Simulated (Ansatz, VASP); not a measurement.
## One calculation of ZnS, two programs

INCAR

```
SYSTEM = ZnS
  PREC = Accurate
  ENCUT = 520
  EDIFF = 1E-6
  ISMEAR = 0
  SIGMA = 0.05
  LREAL = .False.
  LASPH = .True.
  NELM = 100
  ALGO = Normal
  ISIF = 2
  LWAVE = .False.
  LCHARG = .True.
  GGA = PE
  LELF = .True.
  LVHAR = .True.
  NBANDS = 16
```

KPOINTS

```
regular mesh
0
Gamma
  10 10 10
  0 0 0
```

POSCAR

```
ZnS
1.0
    0.0000000000      2.7046500000      2.7046500000
    2.7046500000      0.0000000000      2.7046500000
    2.7046500000      2.7046500000      0.0000000000
Zn S
1 1
Direct
    0.0000000000      0.0000000000     -0.1176485133
    0.7500000000      0.7500000000      0.7500000000
```

Input for Ansatz:

```yaml
crystal:
  lattice:
    - [0.0, 2.70465, 2.70465]
    - [2.70465, 0.0, 2.70465]
    - [2.70465, 2.70465, 0.0]
  atoms:
    - { symbol: Zn, position: [0.0, 0.0, -0.1176485133] }
    - { symbol: S, position: [0.75, 0.75, 0.75] }
basis:
  ecutwfc: 420
kpoints:
  mp_grid: { grid: [10, 10, 10] }
hamiltonian:
  xc: pbe
scf:
  occupations: { method: gaussian, width: 0.05 }
output:
  forces: true
  stress: true
  eigenvalues: true
  write_density: true
  write_potential: true
  elf: true
  volumetric_format: npy
```

Alike in both runs: task single point; functional PBE; k mesh 10 × 10 × 10; occupations gaussian, width 0.05 eV; no spin polarisation.

```csv
,VASP,Ansatz
version,VASP 6.6.1,Ansatz 0.2.0
potentials or method,"VASP PAW PBE potentials, release 64 (Zn, S), cutoff 520 eV","scalar-relativistic, plane waves, PAW"
valence electrons in the cell,18,18
```

|  | VASP | Ansatz | Ansatz less VASP |
| --- | --- | --- | --- |
| gap on the k mesh at the Fermi level (eV) | 2.00 | 1.99 | -0.012 |
| least direct gap on the mesh (eV) | 2.00 | 1.99 | -0.012 |
| pressure (GPa) | 8.9 | 8.7 | -0.20 |
| traceless stress, the component that is largest in VASP (GPa) | 10.36 | 10.27 | -0.093 |
| rms of the force components (eV/Å) | 2.503 | 2.492 | -0.0105 |

Atom by atom the forces differ by 0.011 eV/Å (rms over components). The functional is the same, so the differences come from potentials, cutoffs and numerics.
